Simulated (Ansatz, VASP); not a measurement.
## SnSe2 in VASP and in Ansatz

The input INCAR:

```
SYSTEM = SnSe2
PREC     = Accurate       ! precision mode
ENCUT    = 520            ! plane-wave cutoff, eV
EDIFF    = 1E-6           ! SCF threshold, eV
ISMEAR   = 0              ! smearing method
SIGMA    = 0.01           ! smearing width, eV
LREAL    = .FALSE.        ! projectors in reciprocal space
LASPH    = .TRUE.         ! aspherical terms in the spheres
NELM     = 60             ! most SCF steps
ALGO     = Normal         ! electronic algorithm
ISIF     = 2              ! what is computed and relaxed
LWAVE    = .FALSE.        ! write WAVECAR
LCHARG   = .FALSE.        ! write CHGCAR
GGA      = PE             ! functional
NBANDS   = 35             ! bands
```

File KPOINTS:

```
regular mesh
0
G
  6 6 6
  0 0 0
```

The input POSCAR:

```
SnSe2
1.0
   -2.7888464243      2.7888464243      5.5130700062
    2.7888464243     -2.7888464243      5.5130700062
    2.7888464243      2.7888464243     -5.5130700062
Sn Se
2 4
Direct
    0.7500000000      0.2500000000      0.5000000000
    0.0000000000      0.0000000000      0.0000000000
    0.5217810931      0.0217810931      0.5000000000
    0.7717810931      0.7717810931      0.0000000000
    0.2282189069      0.2282189069      0.0000000000
    0.9782189069      0.4782189069      0.5000000000
```

Input for Ansatz:

```yaml
crystal:
  lattice:
    - [-2.7888464243, 2.7888464243, 5.5130700062]
    - [2.7888464243, -2.7888464243, 5.5130700062]
    - [2.7888464243, 2.7888464243, -5.5130700062]
  atoms:
    - { symbol: Sn, position: [0.75, 0.25, 0.5] }
    - { symbol: Sn, position: [0.0, 0.0, 0.0] }
    - { symbol: Se, position: [0.5217810931, 0.0217810931, 0.5] }
    - { symbol: Se, position: [0.7717810931, 0.7717810931, 0.0] }
    - { symbol: Se, position: [0.2282189069, 0.2282189069, 0.0] }
    - { symbol: Se, position: [0.9782189069, 0.4782189069, 0.5] }
kpoints:
  mp_grid: { grid: [6, 6, 6] }
hamiltonian:
  xc: pbe
scf:
  occupations: { method: fixed }
  n_extra_bands: 5
output:
  forces: true
  stress: true
  eigenvalues: true
```

Alike in both runs: task single point; functional PBE; k mesh 6 × 6 × 6; no spin polarisation.

|  | VASP | Ansatz |
| --- | --- | --- |
| version | VASP 6.6.1 | Ansatz 0.2.0 |
| potentials or method | VASP PAW PBE potentials, release 64 (Sn_d, Se) | plane waves, PAW |
| plane-wave cutoff (eV) | 520 | 420 |
| occupations | gaussian, width 0.01 eV | fixed |
| valence electrons in the cell | 52 | 92 |

Ansatz gave:

* gap on the k mesh at the Fermi level (eV): 0.41
* pressure (GPa): 3.5
* traceless stress, the component that is largest in VASP (GPa): 1.55
* rms of the force components (eV/Å): 0.216

Estimate VASP's values.

gap on the k mesh at the Fermi level (eV): 0.41; pressure (GPa): 3.6; traceless stress, the component that is largest in VASP (GPa): 1.57; rms of the force components (eV/Å): 0.219.

Atom by atom the forces differ by 0.003 eV/Å (rms over components). VASP's potentials hold 52 valence electrons a cell and Ansatz's 92, so a difference there can come from the potentials and not from the codes.
